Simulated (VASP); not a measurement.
# Sb (P6/mmm) in VASP: notebook, part 3 of 3

VASP 6.6.1. The steps go on from the part before.

### 5 Single point, PBE

This run uses another cell than the first one, of 29.15 Å³/atom.

INCAR

```
SYSTEM = Sb
ALGO = Normal
EDIFF = 1E-6
ENCUT = 520
GGA = PE
ISIF = 2
ISMEAR = 0
LASPH = .TRUE.
LCHARG = .FALSE.
LREAL = .FALSE.
LWAVE = .FALSE.
NBANDS = 12
NELM = 60
PREC = Accurate
SIGMA = 0.1
```

KPOINTS

```
k-points
0
G
  18 18 10
  0 0 0
```

POSCAR

```
Sb
1.0
    3.2814567967      0.0000000000      0.0000000000
   -1.6407283984      2.8418249474      0.0000000000
    0.0000000000      0.0000000000      6.2511837362
Sb
2
Direct
    0.0000000000      0.0000000000      0.2500043047
    0.0000000000      0.0000000000      0.7499956953
```

Potentials or basis: VASP PAW PBE potentials, release 64 (Sb).

Run with:

```
cat potpaw_PBE.64/Sb/POTCAR > POTCAR
mpirun -np 1 vasp_std > vasp.out
```

OUTCAR:

```text
SYSTEM = Sb
   EDIFF = 1E-6
   ENCUT = 520
   GGA = PE
   ISIF = 2
   ISMEAR = 0
   LASPH = .TRUE.
   LREAL = .FALSE.
   NELM = 60
   PREC = Accurate

 ion  position               nearest neighbor table
   1  0.000  0.000  0.250-   2 3.13   2 3.13
   2  0.000  0.000  0.750-   1 3.13   1 3.13

  LATTYP: Found a hexagonal cell.
 ALAT       =     3.2814567967
 C/A-ratio  =     1.9050026020

  Lattice vectors:

 A1 = (   3.2814567967,   0.0000000000,   0.0000000000)
 A2 = (  -1.6407283984,   2.8418249474,   0.0000000000)
 A3 = (   0.0000000000,   0.0000000000,   6.2511837362)

Analysis of symmetry for initial positions (statically):
=====================================================================
 Subroutine PRICEL returns:
 Original cell was already a primitive cell.

 Routine SETGRP: Setting up the symmetry group for a
 hexagonal supercell.

 Subroutine GETGRP returns: Found 24 space group operations
 (whereof 24 operations were pure point group operations)
 out of a pool of 24 trial point group operations.

The static configuration has the point symmetry D_6h.

Analysis of symmetry for dynamics (positions and initial velocities):
=====================================================================
 Subroutine PRICEL returns:
 Original cell was already a primitive cell.

 Routine SETGRP: Setting up the symmetry group for a
 hexagonal supercell.

 Subroutine GETGRP returns: Found 24 space group operations
 (whereof 24 operations were pure point group operations)
 out of a pool of 24 trial point group operations.

The dynamic configuration has the point symmetry D_6h.

 Subroutine INISYM returns: Found 24 space group operations
 (whereof 24 operations are pure point group operations),
 and found     1 'primitive' translations

----------------------------------------------------------------------------------------

                                     Primitive cell

  volume of cell :      58.2943

[... 117 lines left out ...]
   LEPSILON=     F    determine dielectric tensor
   LRPA    =     F    only Hartree local field effects (RPA)
 non-spin polarized calculation
 Gauss-broadening in eV      SIGMA  =   0.10
  energy-cutoff  :      520.00
  volume of cell :       58.29
 maximum number of plane-waves:      1608
   NGX = 13   NGY = 13   NGZ = 23

 number of electron      10.0000002 magnetization

 Free energy of the ion-electron system (eV)
  ---------------------------------------------------
  ext. energy  EPLUGINS =         0.00000000
  ---------------------------------------------------
  free energy    TOTEN  =        -7.98769887 eV

  energy without entropy =       -7.98312724  energy(sigma->0) =       -7.98541306

 E-fermi :   7.4945     XC(G=0):  -9.7989

 val. band max:        7.4650943454   @ k =   0.4444   0.1111   0.0000
 cond. band min:       7.4988448075   @ k =   0.4444   0.1111   0.1000
 fundamental gap:      0.0337504621
 Fermi energy:         7.4944548519

 k-point     1 :       0.0000    0.0000    0.0000
  band No.  band energies     occupation
      1      -4.9934      2.00000
      2      -2.6763      2.00000
      3       1.8317      2.00000
      4      10.4514      0.00000
      5      11.9555      0.00000
      6      11.9555      0.00000
      7      13.8778      0.00000
      8      13.8778      0.00000
      9      14.2265      0.00000
     10      17.1426      0.00000
     11      17.4250      0.00000
     12      17.4250      0.00000
[... 331 lines left out ...]
 k-point    24 :       0.3889    0.1111    0.0000
  band No.  band energies     occupation
      1      -1.8488      2.00000
      2       0.6462      2.00000
      3       2.5219      2.00000
      4       4.5089      2.00000
      5       4.5167      2.00000
      6       7.5321      0.59463
      7       9.5240      0.00000
      8      10.2525      0.00000
      9      13.1148      0.00000
     10      14.8125      0.00000
     11      14.8178      0.00000
     12      17.2765      0.00000

 [... further k-points ...]

------------------------ aborting loop because EDIFF is reached ----------------------------------------

  FORCE on cell =-STRESS in cart. coord.  units (eV):
  Direction    XX          YY          ZZ          XY          YZ          ZX
  --------------------------------------------------------------------------------------
  -------------------------------------------------------------------------------------
  Total       -0.0272427     -0.0272427     -0.0154327      0.0000000     -0.0000000      0.0000000
  in kB       -0.7487456     -0.7487456     -0.4241577      0.0000000     -0.0000000      0.0000000
  external PRESSURE =      -0.6405496 kB  Pullay stress =       0.0000000 kB

 VOLUME and BASIS-vectors are now :
 -----------------------------------------------------------------------------
  energy-cutoff  :      520.00
  volume of cell :       58.29
      direct lattice vectors                 reciprocal lattice vectors
     3.281456797  0.000000000  0.000000000     0.304742699  0.175943279  0.000000000
    -1.640728398  2.841824947  0.000000000     0.000000000  0.351886558  0.000000000
     0.000000000  0.000000000  6.251183736     0.000000000  0.000000000  0.159969702

 POSITION                                       TOTAL-FORCE (eV/Angst)
 -----------------------------------------------------------------------------------
      0.00000      0.00000      1.56282        -0.000000      0.000000     -0.000075
      0.00000      0.00000      4.68836         0.000000     -0.000000      0.000075
 -----------------------------------------------------------------------------------
    total drift:                                0.000000     -0.000000     -0.000000

  FREE ENERGIE OF THE ION-ELECTRON SYSTEM (eV)
  ---------------------------------------------------
  free  energy   TOTEN  =        -7.9876988715 eV

  energy  without entropy=       -7.9831272448  energy(sigma->0) =       -7.98541306
```

OSZICAR:

```text
N       E                     dE             d eps       ncg     rms          rms(c)
DAV:   1     0.308560854948E+02    0.30856E+02   -0.34797E+03  5328   0.654E+02
DAV:   2    -0.626204006445E+01   -0.37118E+02   -0.35753E+02  7192   0.102E+02
DAV:   3    -0.797038530633E+01   -0.17083E+01   -0.16858E+01  6700   0.244E+01
DAV:   4    -0.798534092784E+01   -0.14956E-01   -0.14940E-01  6116   0.266E+00
DAV:   5    -0.798550160130E+01   -0.16067E-03   -0.16067E-03  6404   0.309E-01    0.250E+00
DAV:   6    -0.798666880029E+01   -0.11672E-02   -0.20423E-03  6096   0.273E-01    0.145E+00
DAV:   7    -0.798762971067E+01   -0.96091E-03   -0.42212E-03  6084   0.391E-01    0.703E-02
DAV:   8    -0.798769640497E+01   -0.66694E-04   -0.14823E-04  6244   0.822E-02    0.107E-02
DAV:   9    -0.798769945772E+01   -0.30528E-05   -0.39228E-06  6364   0.140E-02    0.270E-03
DAV:  10    -0.798769887153E+01    0.58619E-06   -0.28533E-07  3724   0.306E-03
   1 F= -.79876989E+01 E0= -.79854131E+01  d E =-.457163E-02
```

It took 88 s on 1 thread of Intel Xeon 8259CL, shared host; peak memory 0.27 GiB.

What came out:

```yaml
Free_energy: -7.9877 eV
Pressure: -0.1 GPa
Band_gap_on_the_k_mesh: zero (bands 5 and 6 overlap by 8.33 eV)
```

Caveat: spin-orbit coupling is left out, which moves the levels of the heavy elements.

### 6 Relaxation of cell and atoms, PBE

INCAR

```
SYSTEM = Sb
ALGO = Normal
EDIFF = 1E-6
EDIFFG = -0.01
ENCUT = 600
GGA = PE
IBRION = 2
ISIF = 3
ISMEAR = 0
LASPH = .TRUE.
LCHARG = .FALSE.
LREAL = .FALSE.
LWAVE = .FALSE.
NELM = 60
NSW = 100
PREC = Accurate
SIGMA = 0.1
```

KPOINTS is that of step 5.

POSCAR

```
Sb
1.0
    3.3071827142      0.0000000000      0.0000000000
   -1.6535913571      2.8641042454      0.0000000000
    0.0000000000      0.0000000000      6.4973612862
Sb
2
Direct
    0.0000000000      0.0000000000      0.2208287520
    0.0000000000      0.0000000000      0.7791712480
```

Potentials or basis: VASP PAW PBE potentials, release 64 (Sb).

Run with:

```
cat potpaw_PBE.64/Sb/POTCAR > POTCAR
mpirun -np 1 vasp_std > vasp.out
```

Wall time 32 min (1 thread of Intel Xeon 8259CL, shared host); peak memory 0.33 GiB.

Results (log left out):

```yaml
Free_energy: -7.9878 eV
Relaxed_volume: 29.11 Å³/atom
Relaxed_cell: a = 3.280 Å, b = 3.280 Å, c = 6.250 Å, α = 90.00°, β = 90.00°, γ = 120.00°
Space_group_after_relaxing_to_0.1_Å: P6/mmm (No. 191)
Energy_gained_by_relaxing: 26.8 meV/atom
Ionic_steps: 21
Pressure_after_relaxing: 0.0 GPa
Largest_force_after_relaxing: 0.007 eV/Å
Band_gap_on_the_k_mesh: zero (bands 5 and 6 overlap by 8.33 eV)
```

Forces on the atoms (eV/Å):
```
Sb   0.000  0.000  0.007
Sb   0.000  0.000 -0.007
```

Step by step:
| step | energy change (eV) | largest force (eV/Å) | pressure (GPa) | volume (Å³) |
| --- | --- | --- | --- | --- |
| 1 | 0.0000 | 0.4031 | 0.24 | 61.54 |
| 2 | -0.0083 | 0.0064 | -0.67 | 61.95 |
| 3 | -0.0111 | 0.1149 | -0.37 | 61.81 |
| 4 | -0.0141 | 0.1314 | -0.11 | 61.26 |
| 5 | -0.0192 | 0.1825 | 0.77 | 59.64 |
| 6 | -0.0207 | 0.1767 | 0.73 | 59.59 |
| 7 | -0.0249 | 0.1641 | 0.61 | 59.43 |
| 8 | -0.0324 | 0.1713 | 0.39 | 59.10 |
| 9 | -0.0436 | 0.1577 | 0.22 | 58.42 |
| 10 | 0.0007 | 0.1626 | 1.53 | 57.04 |
| 11 | -0.0433 | 0.1641 | 0.27 | 58.31 |
| 12 | -0.0435 | 0.1530 | 0.31 | 58.13 |
| 13 | -0.0473 | 0.0989 | 0.24 | 58.07 |
| 14 | -0.0495 | 0.0163 | 0.27 | 57.94 |
| 15 | -0.0497 | 0.0120 | 0.24 | 57.97 |
| 16 | -0.0529 | 0.0156 | 0.09 | 58.13 |
| 17 | -0.0535 | 0.0177 | 0.00 | 58.23 |
| 18 | -0.0535 | 0.0178 | 0.00 | 58.24 |
| 19 | -0.0535 | 0.0167 | 0.00 | 58.23 |
| 20 | -0.0535 | 0.0134 | 0.00 | 58.23 |
| 21 | -0.0536 | 0.0067 | 0.01 | 58.22 |

Final structure:
```cif
data_structure
_symmetry_space_group_name_H-M 'P 1'
_symmetry_Int_Tables_number 1
_cell_length_a 3.2796
_cell_length_b 3.2796
_cell_length_c 6.2499
_cell_angle_alpha 90.000
_cell_angle_beta 90.000
_cell_angle_gamma 120.000
_cell_volume 58.22
loop_
_atom_site_label
_atom_site_type_symbol
_atom_site_fract_x
_atom_site_fract_y
_atom_site_fract_z
_atom_site_occupancy
Sb1 Sb 0.00000 0.00000 0.24960 1
Sb2 Sb 0.00000 0.00000 0.75040 1
```

Levels at points of the mesh, in eV from the Fermi level:
| k point | band 2 | band 3 | band 4 | band 5 | band 6 | band 7 | band 8 | band 9 |
| --- | --- | --- | --- | --- | --- | --- | --- | --- |
| (0.00, 0.00, 0.00) | -10.18 | -5.67 | 2.95 | 4.47 | 4.47 | 6.40 | 6.40 | 6.73 |
| (0.50, 0.00, 0.00) | -6.70 | -5.50 | -3.55 | -2.95 | 1.48 | 2.36 | 3.35 | 5.50 |
| (0.00, 0.00, 0.50) | -11.64 | -2.20 | -2.18 | 5.27 | 5.27 | 5.29 | 5.29 | 9.76 |
| (0.50, 0.00, 0.50) | -8.34 | -4.72 | -4.71 | 0.73 | 0.76 | 2.25 | 2.27 | 5.27 |

Caveat: spin-orbit coupling is left out, which moves the levels of the heavy elements.

### 7 Overview

| task | cell | k mesh | cutoff (eV) | gap on the mesh (eV) | pressure (GPa) | relaxed volume (Å³/atom) | largest force (eV/Å) |
| --- | --- | --- | --- | --- | --- | --- | --- |
| single point | a = 3.307, b = 3.307, c = 6.497 Å, angles 90.0, 90.0, 120.0°, 2 atoms, atomic positions A | 6 × 6 × 4 | 520 | none | 0.0 | - | - |
| single point | a = 3.511, b = 3.511, c = 6.308 Å, angles 90.0, 90.0, 120.0°, 2 atoms, atomic positions B | 6 × 6 × 4 | 520 | none | 4.9 | - | 4.09 |
| relaxation of cell and atoms | relaxed from a = 3.511, b = 3.511, c = 6.308 Å, angles 90.0, 90.0, 120.0°, 2 atoms, atomic positions B | 6 × 6 × 4 | 600 | none | 0.1 | 30.81 | 0.01 |
| single point | a = 3.281, b = 3.281, c = 6.251 Å, angles 90.0, 90.0, 120.0°, 2 atoms, atomic positions C | 18 × 18 × 10 | 520 | none | -0.1 | - | - |
| relaxation of cell and atoms | relaxed from a = 3.307, b = 3.307, c = 6.497 Å, angles 90.0, 90.0, 120.0°, 2 atoms, atomic positions A | 18 × 18 × 10 | 600 | none | 0.0 | 29.11 | 0.01 |

Alike in all rows: level PBE; potentials or basis VASP PAW PBE potentials, release 64 (Sb); no spin polarisation; smearing gaussian 0.1 eV.

Caveats: some runs use coarse meshes; spin-orbit coupling is left out, which moves the levels of the heavy elements; the stress differs along the axes, from -6 to 26 GPa (at least some runs); forces of over 1 eV/Å act on the atoms, so gaps and moduli don't describe the material at rest (at least some runs).

Total energies depend on the potentials used, so only differences within one code and one set of settings carry meaning.

The gap in the log of VASP goes by the Fermi energy; the results here count the filled bands.